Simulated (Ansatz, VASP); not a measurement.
S in VASP and in Ansatz

Contents of INCAR:

```
SYSTEM = S
PREC = Accurate ; ENCUT = 520
EDIFF = 1E-6 ; ISMEAR = 0
SIGMA = 0.15 ; LREAL = .FALSE.
LASPH = .TRUE. ; NELM = 80
ALGO = Normal ; ISIF = 2
LWAVE = .FALSE. ; LCHARG = .FALSE.
GGA = CA ; NBANDS = 9
```

File KPOINTS:

```
Automatic mesh
0
G
  20 20 20
  0 0 0
```

File POSCAR:

```
S
1.0
    0.0000000000      1.9345198337      1.9943503440
    1.9345198337      0.0000000000      1.9943503440
    1.9345198337      1.9345198337      0.0000000000
S
1
Direct
    0.0000000000      0.0000000000      0.0000000000
```

Input for Ansatz:

```yaml
crystal:
  lattice:
    - [0.0, 1.9345198337, 1.994350344]
    - [1.9345198337, 0.0, 1.994350344]
    - [1.9345198337, 1.9345198337, 0.0]
  atoms:
    - { symbol: S, position: [0.0, 0.0, 0.0] }
basis:
  ecutwfc: 420
kpoints:
  mp_grid: { grid: [20, 20, 20] }
hamiltonian:
  xc: lda
scf:
  occupations: { method: gaussian, width: 0.15 }
output:
  forces: true
  stress: true
  eigenvalues: true
```

Change from the starting cell: strain -0.030 along x and y, +0.000 along z, atoms carried along.

Alike in both runs: task single point; functional LDA; k mesh 20 × 20 × 20; occupations gaussian, width 0.15 eV; no spin polarisation.

|  | VASP | Ansatz |
| --- | --- | --- |
| version | VASP 6.6.1 | Ansatz 0.2.0 |
| potentials or method | VASP PAW LDA potentials, release 64 (S), cutoff 520 eV | scalar-relativistic, plane waves, PAW |
| valence electrons in the cell | 6 | 6 |

Ansatz gave:

* gap on the k mesh at the Fermi level (eV): none
* pressure (GPa): -1.4
* traceless stress, the component that is largest in VASP (GPa): 1.85

Question: What did VASP give for the same quantities?

Answer: gap on the k mesh at the Fermi level (eV): none; pressure (GPa): -1.5; traceless stress, the component that is largest in VASP (GPa): 1.84.

LDA's correlation is that of Perdew and Zunger in VASP and of Perdew and Wang (1992) in Ansatz. A gap of «none» marks a metal or a gap that the smearing closes.
